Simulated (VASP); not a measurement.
CrAgO2, 4 atoms in the cell. The structure is trigonal, space group R-3m (No. 166). Conventional cell: a = 2.985 Å, b = 2.985 Å, c = 18.510 Å, α = 90.00°, β = 90.00°, γ = 120.00°. Cr (site symmetry -3m) has 6 O at 2.00 Å within 2.6 Å. Within 2.7 Å of Ag (site symmetry -3m) lie 2 O at 2.07 Å. Within 2.7 Å of O (site symmetry 3m) lie 3 Cr at 2.00 Å and 1 Ag at 2.07 Å and 3 O at 2.66 Å. 

| Item | Value |
| --- | --- |
| Program | VASP 6.6.1 |
| Task | single point |
| Functional | PBEsol |
| Potentials or basis | VASP PAW PBE potentials, release 64 (Cr_pv, Ag, O) |
| Cutoff | 520 eV |
| k mesh | 7 × 7 × 7 |
| Occupations | gaussian, width 0.05 eV |
| Spin | collinear spin, ferromagnetic start |
| Starting moments | [2.67, 0.01, -0.01, -0.01] μB |
| Hubbard terms | Cr d U = 1.0 eV |
| Dipole correction | no |
| Further INCAR settings | ALGO = Normal; EDIFF = 1e-06; NBANDS = 30 |

Potentials or basis: VASP PAW PBE potentials, release 64 (Cr_pv, Ag, O).

Launch:

```console
$ cat potpaw_PBE.64/Cr_pv/POTCAR potpaw_PBE.64/Ag/POTCAR potpaw_PBE.64/O/POTCAR > POTCAR
$ mpirun -np 1 vasp_std > vasp.out
```

Hardware: 1 thread of AMD EPYC 7R43 64-Core Processor (Zen 3), with other jobs on the host.

Task: Estimate the wall time of this run.

Result: Wall time 17 min on 1 thread of AMD EPYC 7R43 64-Core Processor (Zen 3), on a shared host, peak memory 0.41 GiB. Counts: scf iterations 15, k points 44.
